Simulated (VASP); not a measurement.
Set up this calculation in VASP 6.6.1, as the native input.

```
Task                   : relaxation of the atoms
Functional             : PBE
Potentials or basis    : VASP PAW PBE potentials, release 64 (Cd, Te)
Cutoff                 : 520 eV
k mesh                 : 12 × 12 × 12
Occupations            : fermi-dirac, width 0.02 eV
Spin                   : no spin polarisation
Dipole correction      : no
Further INCAR settings : ALGO = Normal; EDIFF = 1e-06; IBRION = 2; EDIFFG = -0.02; NSW = 80
```

The structure of CdTe lies in POSCAR:

```
CdTe
1.0
    0.0000000000      3.1400000000      3.1086000000
    3.1400000000      0.0000000000      3.1086000000
    3.1400000000      3.1400000000      0.0000000000
Cd Te
1 1
Direct
    0.0000000000      0.0000000000      0.0000000000
    0.2500000000      0.2500000000      0.2500000000
```

This cell differs from its parent crystal: z stretched by -1 %.

The input as run:

INCAR

```
SYSTEM = CdTe
PREC     = Accurate       ! precision mode
ENCUT    = 520            ! plane-wave cutoff, eV
EDIFF    = 1E-6           ! SCF threshold, eV
ISMEAR   = -1             ! smearing method
SIGMA    = 0.02           ! smearing width, eV
LREAL    = .FALSE.        ! projectors in reciprocal space
LASPH    = .TRUE.         ! aspherical terms in the spheres
NELM     = 60             ! most SCF steps
ALGO     = Normal         ! electronic algorithm
ISIF     = 2              ! what is computed and relaxed
LWAVE    = .FALSE.        ! write WAVECAR
LCHARG   = .FALSE.        ! write CHGCAR
GGA      = PE             ! functional
IBRION   = 2              ! ionic algorithm
NSW      = 80             ! ionic steps
EDIFFG   = -0.02          ! ionic threshold
```

KPOINTS

```
regular mesh
0
G
  12 12 12
  0 0 0
```

Potentials or basis: VASP PAW PBE potentials, release 64 (Cd, Te).

Command:

```sh
$ cat potpaw_PBE.64/Cd/POTCAR potpaw_PBE.64/Te/POTCAR > POTCAR
$ mpirun -np 1 vasp_std > vasp.out
```

It gave:

```json
{
 "Pressure after relaxing": "9.0 GPa",
 "Band gap on the k mesh": "1.07 eV, direct"
}
```

Caveat: the cell differs from its parent crystal (z stretched by -1 %); the relaxation stopped at its first step, so nothing moved; spin-orbit coupling is left out, which moves the levels of the heavy elements.

It took 5.1 min on 1 thread of Oxide Virtual Turin-like Processor, on a shared host, peak memory 0.28 GiB.
